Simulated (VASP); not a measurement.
# Al (Fm-3m) in VASP: notebook

Al is run at these levels: r2SCAN; tasks: single point.

Program: VASP 6.6.1. These are calculated values, not measurements. Logs are shortened: lines on timing, memory, paths and dates and some standing lists are left out, and cuts for length are marked.

## Step 1: The cell of the first run

The structure is cubic, space group Fm-3m (No. 225). Conventional cell: a = 3.993 Å, b = 3.993 Å, c = 3.993 Å, α = 90.00°, β = 90.00°, γ = 90.00°. Within 3.7 Å of Al (site symmetry m-3m) lie 12 Al at 2.82 Å.

## Step 2: Single point, r2SCAN

POSCAR

```
Al
1.0
    0.0000000000      1.9966927595      1.9966927595
    1.9966927595      0.0000000000      1.9966927595
    1.9966927595      1.9966927595      0.0000000000
Al
1
Direct
    0.0000000000      0.0000000000      0.0000000000
```

INCAR.step1

```
ALGO = Normal
EDIFF = 1E-4
ENCUT = 520
GGA = PE
ISMEAR = 1
LASPH = T
LCHARG = F
LREAL = F
LWAVE = T
NBANDS = 8
NELM = 80
PREC = Accurate
SIGMA = 0.03
```

INCAR.step2

```
ALGO = Normal
EDIFF = 1E-6
ENCUT = 520
ISIF = 2
ISMEAR = 1
ISTART = 1
LASPH = T
LCHARG = F
LMIXTAU = T
LREAL = F
LWAVE = F
METAGGA = R2SCAN
NBANDS = 8
NELM = 80
PREC = Accurate
SIGMA = 0.03
```

KPOINTS

```
k-points
0
Gamma
  14 14 14
```

Potentials or basis: VASP PAW PBE potentials, release 64 (Al).

Run with:

```bash
$ cat potpaw_PBE.64/Al/POTCAR > POTCAR
$ cp INCAR.step1 INCAR
$ mpirun -np 1 vasp_std > vasp.out
$ cp INCAR.step2 INCAR
$ mpirun -np 1 vasp_std > vasp.out
```

OUTCAR:

```text
EDIFF = 1E-6
   ENCUT = 520
   ISIF = 2
   ISMEAR = 1
   ISTART = 1
   LASPH = T
   LREAL = F
   METAGGA = R2SCAN
   NELM = 80
   PREC = Accurate

 ion  position               nearest neighbor table
   1  0.000  0.000  0.000-

  LATTYP: Found a face centered cubic cell.
 ALAT       =     3.9933855190

  Lattice vectors:

 A1 = (   0.0000000000,   1.9966927595,   1.9966927595)
 A2 = (   1.9966927595,   0.0000000000,   1.9966927595)
 A3 = (   1.9966927595,   1.9966927595,   0.0000000000)

Analysis of symmetry for initial positions (statically):
=====================================================================
 Subroutine PRICEL returns:
 Original cell was already a primitive cell.

 Routine SETGRP: Setting up the symmetry group for a
 face centered cubic supercell.

 Subroutine GETGRP returns: Found 48 space group operations
 (whereof 48 operations were pure point group operations)
 out of a pool of 48 trial point group operations.

The static configuration has the point symmetry O_h .

Analysis of symmetry for dynamics (positions and initial velocities):
=====================================================================
 Subroutine PRICEL returns:
 Original cell was already a primitive cell.

 Routine SETGRP: Setting up the symmetry group for a
 face centered cubic supercell.

 Subroutine GETGRP returns: Found 48 space group operations
 (whereof 48 operations were pure point group operations)
 out of a pool of 48 trial point group operations.

The dynamic configuration has the point symmetry O_h .

 Subroutine INISYM returns: Found 48 space group operations
 (whereof 48 operations are pure point group operations),
 and found     1 'primitive' translations

----------------------------------------------------------------------------------------

                                     Primitive cell

  volume of cell :      15.9208

  direct lattice vectors                    reciprocal lattice vectors
     0.000000000  1.996692759  1.996692759    -0.250414090  0.250414090  0.250414090
     1.996692759  0.000000000  1.996692759     0.250414090 -0.250414090  0.250414090
     1.996692759  1.996692759  0.000000000     0.250414090  0.250414090 -0.250414090

  length of vectors
     2.823749980  2.823749980  2.823749980     0.433729926  0.433729926  0.433729926

  position of ions in fractional coordinates (direct lattice)
     0.000000000  0.000000000  0.000000000

  ion indices of the primitive-cell ions
   primitive index   ion index
                 1           1

----------------------------------------------------------------------------------------

 KPOINTS: k-points

Automatic generation of k-mesh.
 Grid dimensions read from file:
 generate k-points for:   14   14   14

 Generating k-lattice:

  Cartesian coordinates                     Fractional coordinates (reciprocal lattice)
    -0.017886721  0.017886721  0.017886721     0.071428571  0.000000000  0.000000000
     0.017886721 -0.017886721  0.017886721     0.000000000  0.071428571  0.000000000
     0.017886721  0.017886721 -0.017886721     0.000000000  0.000000000  0.071428571

  Length of vectors
     0.030980709  0.030980709  0.030980709

  Shift w.r.t. Gamma in fractional coordinates (k-lattice)
     0.000000000  0.000000000  0.000000000

 Subroutine IBZKPT returns following result:
 ===========================================

 Found    104 irreducible k-points:

 Following reciprocal coordinates:
            Coordinates               Weight
  0.000000  0.000000  0.000000      1.000000
  0.071429  0.000000  0.000000      8.000000
  0.142857  0.000000  0.000000      8.000000
  0.214286  0.000000  0.000000      8.000000
  0.285714  0.000000  0.000000      8.000000
  0.357143  0.000000  0.000000      8.000000
[... 16 lines left out ...]
  0.214286  0.142857  0.000000     24.000000
  0.285714  0.142857  0.000000     24.000000
 [... further k-points ...]
   k-points           NKPTS =    104   k-points in BZ     NKDIM =    104   number of bands    NBANDS=      8
   number of dos      NEDOS =    301   number of ions     NIONS =      1
   total plane-waves  NPLWV =  13824
   dimension x,y,z NGX =    24 NGY =   24 NGZ =   24
   dimension x,y,z NGXF=    48 NGYF=   48 NGZF=   48
   ions per type =               1
   NGX,Y,Z   is equivalent  to a cutoff of  14.13, 14.13, 14.13 a.u.
   NGXF,Y,Z  is equivalent  to a cutoff of  28.26, 28.26, 28.26 a.u.
 SYSTEM =  unknown system
   PREC   = accura    normal or accurate (medium, high low for compatibility)
   ISTART =      1    job   : 0-new  1-cont  2-samecut
   ICHARG =      0    charge: 1-file 2-atom 10-const
   ISPIN  =      1    spin polarized calculation?
   LNONCOLLINEAR =      F non collinear calculations
   LSORBIT =      F    spin-orbit coupling
   LASPH  =      T    aspherical Exc in radial PAW
   ENCUT  =  520.0 eV  38.22 Ry    6.18 a.u.   5.25  5.25  5.25*2*pi/ulx,y,z
   NELM   =     80;   NELMIN=  2; NELMDL=  0     # of ELM steps
   EDIFF  = 0.1E-05   stopping-criterion for ELM
   LREAL  =      F    real-space projection
   EDIFFG = 0.1E-04   stopping-criterion for IOM
   NSW    =      0    number of steps for IOM
   IBRION =     -1    ionic relax: 0-MD 1-quasi-New 2-CG
   NFREE  =      0    steps in history (QN), initial steepest desc. (CG)
   ISIF   =      2    stress and relaxation
   ISYM   =      2    0-nonsym 1-usesym 2-fastsym
   POTIM  = 0.5000    time-step for ionic-motion
   TEBEG  =    0.0;   TEEND  =   0.0 temperature during run
   PSTRESS=    0.0 pullay stress
   NELECT =       3.0000    total number of electrons
   NUPDOWN=      -1.0000    fix difference up-down
   EMIN   =  10.00;   EMAX   =-10.00  energy-range for DOS
   EFERMI =   0.00;   METHOD = LEGACY
   ISMEAR =     1;   SIGMA  =   0.03  broadening in eV -4-tet -1-fermi 0-gaus
   EFERMI_NEDOS =   21; number of points for ismear=-14 and -15
   IALGO  =     38    algorithm
   IMIX   =      4    mixing-type and parameters
     AMIX     =   0.40;   BMIX     =  1.00
     AMIX_MAG =   1.60;   BMIX_MAG =  1.00
  volume/ion in A,a.u.               =      15.92       107.44
  Fermi-wavevector in a.u.,A,eV,Ry     =   0.938557  1.773616 11.985227  0.880889
  Thomas-Fermi vector in A             =   2.065781
   LORBIT       =      0    0 simple, 1 ext, 2 COOP (PROOUT), +10 PAW based schemes
   METAGGA = R2SCAN    functional components
   LHFCALC =     F    Hartree Fock is set to
   AEXX    =    0.0000 exact exchange contribution
   IVDW    =     0    specifies the selected vdW correction
   LEPSILON=     F    determine dielectric tensor
   LRPA    =     F    only Hartree local field effects (RPA)
 non-spin polarized calculation
 Methfessel and Paxton  Order N= 1 SIGMA  =   0.03
  energy-cutoff  :      520.00
  volume of cell :       15.92
 maximum number of plane-waves:       444
 NGX is ok and might be reduce to    24
   NGX = 11   NGY = 11   NGZ = 11

 number of electron       3.0000000 magnetization

 Free energy of the ion-electron system (eV)
  ---------------------------------------------------
  ext. energy  EPLUGINS =         0.00000000
  ---------------------------------------------------
  free energy    TOTEN  =        -6.73303251 eV

  energy without entropy =       -6.73303655  energy(sigma->0) =       -6.73303386

 E-fermi :   8.4058     XC(G=0): -11.0400

 val. band max:        8.3872120288   @ k =   0.5000   0.2857   0.0000
 cond. band min:       8.4106333380   @ k =  -0.3571   0.4286   0.0714
 fundamental gap:      0.0234213092
 Fermi energy:         8.4058448718

 k-point     1 :       0.0000    0.0000    0.0000
  band No.  band energies     occupation
      1      -3.6998      2.00000
      2      21.9191      0.00000
      3      21.9191      0.00000
      4      21.9191      0.00000
      5      24.1138      0.00000
      6      24.1138      0.00000
      7      24.1138      0.00000
      8      26.0150      0.00000

 k-point     2 :       0.0714    0.0000    0.0000
  band No.  band energies     occupation
      1      -3.5489      2.00000
      2      19.7271      0.00000
      3      21.5313      0.00000
      4      21.5313      0.00000
      5      24.6049      0.00000
      6      24.7416      0.00000
      7      24.7416      0.00000
      8      27.6077      0.00000

 k-point     3 :       0.1429    0.0000    0.0000
  band No.  band energies     occupation
      1      -3.0973      2.00000
      2      16.6211      0.00000
      3      20.9177      0.00000
      4      20.9177      0.00000
      5      24.4269      0.00000
      6      25.9515      0.00000
      7      25.9515      0.00000
      8      27.1361      0.00000

 k-point     4 :       0.2143    0.0000    0.0000
  band No.  band energies     occupation
      1      -2.3480      2.00000
      2      13.5822      0.00000
      3      20.4432      0.00000
      4      20.4432      0.00000
      5      24.1474      0.00000
      6      25.2115      0.00000
      7      25.2115      0.00000
      8      27.9864      0.00000

 k-point     5 :       0.2857    0.0000    0.0000
  band No.  band energies     occupation
      1      -1.3056      2.00000
      2      10.7245      0.00000
      3      20.1834      0.00000
      4      20.1834      0.00000
      5      23.8068      0.00000
      6      23.8068      0.00000
      7      23.9865      0.00000
      8      28.1524      0.00000
[... 177 lines left out ...]
 k-point    22 :       0.1429    0.1429    0.0000
  band No.  band energies     occupation
      1      -2.8971      2.00000
      2      18.7328      0.00000
      3      18.7819      0.00000
      4      18.7819      0.00000
      5      22.4983      0.00000
      6      23.3073      0.00000
      7      28.3931      0.00000
      8      28.3931      0.00000

 k-point    23 :       0.2143    0.1429    0.0000
  band No.  band energies     occupation
      1      -2.3480      2.00000
      2      15.9181      0.00000
      3      18.0768      0.00000
      4      19.2702      0.00000
      5      21.3507      0.00000
      6      22.7362      0.00000
      7      28.8770      0.00000
      8      29.2241      0.00000

 k-point    24 :       0.2857    0.1429    0.0000
  band No.  band energies     occupation
      1      -1.5036      2.00000
      2      13.0272      0.00000
      3      17.6221      0.00000
      4      19.0495      0.00000
      5      19.8794      0.00000
      6      24.0934      0.00000
      7      28.1889      0.00000
      8      28.8460      0.00000

 [... further k-points ...]

------------------------ aborting loop because EDIFF is reached ----------------------------------------

  FORCE on cell =-STRESS in cart. coord.  units (eV):
  Direction    XX          YY          ZZ          XY          YZ          ZX
  --------------------------------------------------------------------------------------
  -------------------------------------------------------------------------------------
  Total       -0.0727515     -0.0727515     -0.0727515     -0.0000000     -0.0000000      0.0000000
  in kB       -7.3213093     -7.3213093     -7.3213093     -0.0000000     -0.0000000      0.0000000
  external PRESSURE =      -7.3213093 kB  Pullay stress =       0.0000000 kB

 VOLUME and BASIS-vectors are now :
 -----------------------------------------------------------------------------
  energy-cutoff  :      520.00
  volume of cell :       15.92
      direct lattice vectors                 reciprocal lattice vectors
     0.000000000  1.996692759  1.996692759    -0.250414090  0.250414090  0.250414090
     1.996692759  0.000000000  1.996692759     0.250414090 -0.250414090  0.250414090
     1.996692759  1.996692759  0.000000000     0.250414090  0.250414090 -0.250414090

 POSITION                                       TOTAL-FORCE (eV/Angst)
 -----------------------------------------------------------------------------------
      0.00000      0.00000      0.00000        -0.000000      0.000000     -0.000000
 -----------------------------------------------------------------------------------
    total drift:                                0.000000     -0.000000     -0.000000

  FREE ENERGIE OF THE ION-ELECTRON SYSTEM (eV)
  ---------------------------------------------------
  free  energy   TOTEN  =        -6.7330325107 eV

  energy  without entropy=       -6.7330365492  energy(sigma->0) =       -6.73303386
```

Run time: 24 s. Hardware: 1 thread of Intel Xeon Platinum 8488C (Sapphire Rapids), shared host; peak memory 0.13 GiB.

Results:

```yaml
Free_energy: -6.7330 eV
Pressure: -0.7 GPa
Band_gap_on_the_k_mesh: zero (an odd number of electrons rules out a gap without spin polarisation)
```

Caveat: the PAW data sets were made with another functional, which shifts forces and pressure a little.

## Step 3: Single point, r2SCAN

POSCAR is that of step 2.

INCAR.step1

```
ALGO = Normal
EDIFF = 1E-4
ENCUT = 520
GGA = PE
ISMEAR = 1
LASPH = True
LCHARG = False
LREAL = False
LWAVE = True
NBANDS = 8
NELM = 60
PREC = Accurate
SIGMA = 0.1
```

INCAR.step2

```
ALGO = Normal
EDIFF = 1E-6
ENCUT = 520
ISIF = 2
ISMEAR = 1
ISTART = 1
LASPH = True
LCHARG = True
LELF = True
LMIXTAU = True
LREAL = False
LVHAR = True
LWAVE = False
METAGGA = R2SCAN
NBANDS = 8
NELM = 60
PREC = Accurate
SIGMA = 0.1
```

KPOINTS is that of step 2.

Potentials or basis: VASP PAW PBE potentials, release 64 (Al).

Run with:

```bash
$ cat potpaw_PBE.64/Al/POTCAR > POTCAR
$ cp INCAR.step1 INCAR
$ mpirun -np 1 vasp_std > vasp.out
$ cp INCAR.step2 INCAR
$ mpirun -np 1 vasp_std > vasp.out
```

OUTCAR:

```text
EDIFF = 1E-6
   ENCUT = 520
   ISIF = 2
   ISMEAR = 1
   ISTART = 1
   LASPH = True
   LREAL = False
   METAGGA = R2SCAN
   NELM = 60
   PREC = Accurate

 ion  position               nearest neighbor table
   1  0.000  0.000  0.000-

  LATTYP: Found a face centered cubic cell.
 ALAT       =     3.9933855190

  Lattice vectors:

 A1 = (   0.0000000000,   1.9966927595,   1.9966927595)
 A2 = (   1.9966927595,   0.0000000000,   1.9966927595)
 A3 = (   1.9966927595,   1.9966927595,   0.0000000000)

Analysis of symmetry for initial positions (statically):
=====================================================================
 Subroutine PRICEL returns:
 Original cell was already a primitive cell.

 Routine SETGRP: Setting up the symmetry group for a
 face centered cubic supercell.

 Subroutine GETGRP returns: Found 48 space group operations
 (whereof 48 operations were pure point group operations)
 out of a pool of 48 trial point group operations.

The static configuration has the point symmetry O_h .

Analysis of symmetry for dynamics (positions and initial velocities):
[... 162 lines left out ...]
 fundamental gap:      0.0234200853
 Fermi energy:         8.3906621670

 k-point     1 :       0.0000    0.0000    0.0000
  band No.  band energies     occupation
      1      -3.6998      2.00000
      2      21.9192      0.00000
      3      21.9192      0.00000
      4      21.9192      0.00000
      5      24.1138      0.00000
      6      24.1138      0.00000
      7      24.1138      0.00000
      8      26.0150      0.00000
[... 243 lines left out ...]
 k-point    24 :       0.2857    0.1429    0.0000
  band No.  band energies     occupation
      1      -1.5036      2.00000
      2      13.0272      0.00000
      3      17.6221      0.00000
      4      19.0495      0.00000
      5      19.8794      0.00000
      6      24.0935      0.00000
      7      28.1890      0.00000
      8      28.8461      0.00000

 [... further k-points ...]

------------------------ aborting loop because EDIFF is reached ----------------------------------------

  FORCE on cell =-STRESS in cart. coord.  units (eV):
  Direction    XX          YY          ZZ          XY          YZ          ZX
  --------------------------------------------------------------------------------------
  -------------------------------------------------------------------------------------
  Total       -0.0713175     -0.0713175     -0.0713175     -0.0000000     -0.0000000      0.0000000
  in kB       -7.1769963     -7.1769963     -7.1769963     -0.0000000     -0.0000000      0.0000000
  external PRESSURE =      -7.1769963 kB  Pullay stress =       0.0000000 kB

 VOLUME and BASIS-vectors are now :
 -----------------------------------------------------------------------------
  energy-cutoff  :      520.00
  volume of cell :       15.92
      direct lattice vectors                 reciprocal lattice vectors
     0.000000000  1.996692759  1.996692759    -0.250414090  0.250414090  0.250414090
     1.996692759  0.000000000  1.996692759     0.250414090 -0.250414090  0.250414090
     1.996692759  1.996692759  0.000000000     0.250414090  0.250414090 -0.250414090

 POSITION                                       TOTAL-FORCE (eV/Angst)
 -----------------------------------------------------------------------------------
      0.00000      0.00000      0.00000         0.000000      0.000000     -0.000000
 -----------------------------------------------------------------------------------
    total drift:                                0.000000     -0.000000     -0.000000

  FREE ENERGIE OF THE ION-ELECTRON SYSTEM (eV)
  ---------------------------------------------------
  free  energy   TOTEN  =        -6.7332720373 eV

  energy  without entropy=       -6.7328057442  energy(sigma->0) =       -6.73311661
```

OUTCAR.step1:

```text
EDIFF = 1E-4
   ENCUT = 520
   GGA = PE
   ISMEAR = 1
   LASPH = True
   LREAL = False
[... 479 lines left out ...]

 POSITION                                       TOTAL-FORCE (eV/Angst)
 -----------------------------------------------------------------------------------
      0.00000      0.00000      0.00000        -0.000000      0.000000      0.000000
 -----------------------------------------------------------------------------------
    total drift:                                0.000000     -0.000000     -0.000000

  FREE ENERGIE OF THE ION-ELECTRON SYSTEM (eV)
  ---------------------------------------------------
  free  energy   TOTEN  =        -3.7339655938 eV

  energy  without entropy=       -3.7341337637  energy(sigma->0) =       -3.73402165
```

OSZICAR.step1:

```text
N       E                     dE             d eps       ncg     rms          rms(c)
DAV:   1    -0.230022371097E+01   -0.23002E+01   -0.88108E+02  1664   0.205E+02
DAV:   2    -0.375187423852E+01   -0.14517E+01   -0.14286E+01  2432   0.193E+01
DAV:   3    -0.375752731100E+01   -0.56531E-02   -0.56484E-02  2168   0.135E+00
DAV:   4    -0.375753807230E+01   -0.10761E-04   -0.10760E-04  2608   0.508E-02
DAV:   5    -0.375753809723E+01   -0.24934E-07   -0.25604E-07  2088   0.128E-03    0.137E+00
DAV:   6    -0.374390022449E+01    0.13638E-01   -0.15413E-03  2272   0.187E-01    0.796E-01
DAV:   7    -0.373397006640E+01    0.99302E-02   -0.46402E-03  2144   0.303E-01    0.154E-01
DAV:   8    -0.373396559378E+01    0.44726E-05   -0.13250E-05  2200   0.261E-02
   1 F= -.37339656E+01 E0= -.37340217E+01  d E =0.168170E-03
```

Wall time 24 s (1 thread of Intel Xeon Platinum 8488C (Sapphire Rapids), shared host); peak memory 0.13 GiB.

What came out:

- Free energy: -6.7333 eV
- Pressure: -0.7 GPa
- Band gap on the k mesh: zero (an odd number of electrons rules out a gap without spin polarisation)

Caveat: the PAW data sets were made with another functional, which shifts forces and pressure a little.
